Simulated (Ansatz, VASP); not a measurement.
MgS in VASP and in Ansatz

The input INCAR:

```
SYSTEM = MgS
PREC = Accurate ; ENCUT = 600
EDIFF = 1E-6 ; ISMEAR = 0
SIGMA = 0.05 ; LREAL = .FALSE.
LASPH = .TRUE. ; NELM = 120
ALGO = Normal ; ISIF = 2
LWAVE = .FALSE. ; LCHARG = .FALSE.
GGA = PE ; IVDW = 13
NBANDS = 11 ; GGA_COMPAT = .FALSE.
```

KPOINTS

```
Automatic mesh
0
G
  8 8 8
  0 0 0
```

POSCAR

```
MgS
1.0
    0.0000000000      2.5934125920      2.5934125920
    2.5934125920      0.0000000000      2.5934125920
    2.5934125920      2.5934125920      0.0000000000
Mg S
1 1
Direct
    0.0000000000      0.0000000000      0.0000000000
    0.5000000000      0.5000000000      0.5000000000
```

Input for Ansatz:

```yaml
crystal:
  lattice:
    - [0.0, 2.593412592, 2.593412592]
    - [2.593412592, 0.0, 2.593412592]
    - [2.593412592, 2.593412592, 0.0]
  atoms:
    - { symbol: Mg, position: [0.0, 0.0, 0.0] }
    - { symbol: S, position: [0.5, 0.5, 0.5] }
basis:
  ecutwfc: 420
  ecutrho_ratio: 4
kpoints:
  mp_grid: { grid: [8, 8, 8] }
hamiltonian:
  xc: pbe
  dispersion: d4
scf:
  occupations: { method: gaussian, width: 0.05 }
output:
  forces: true
  stress: true
  eigenvalues: true
```

Alike in both runs: task single point; functional PBE; dispersion D4; k mesh 8 × 8 × 8; occupations gaussian, width 0.05 eV; no spin polarisation.

```csv
,VASP,Ansatz
version,VASP 6.6.1,Ansatz 0.2.0
potentials or method,"VASP PAW PBE potentials, release 64 (Mg, S), cutoff 600 eV","scalar-relativistic, plane waves, PAW"
valence electrons in the cell,8,16
```

Ansatz gave:

* gap on the k mesh at the Fermi level (eV): 2.81
* least direct gap on the mesh (eV): 3.80
* pressure (GPa): -0.7

Q: Estimate VASP's values.

A: gap on the k mesh at the Fermi level (eV): 2.80; least direct gap on the mesh (eV): 3.79; pressure (GPa): -1.0.

VASP's potentials hold 8 valence electrons a cell and Ansatz's 16, so a difference there can come from the potentials and not from the codes.
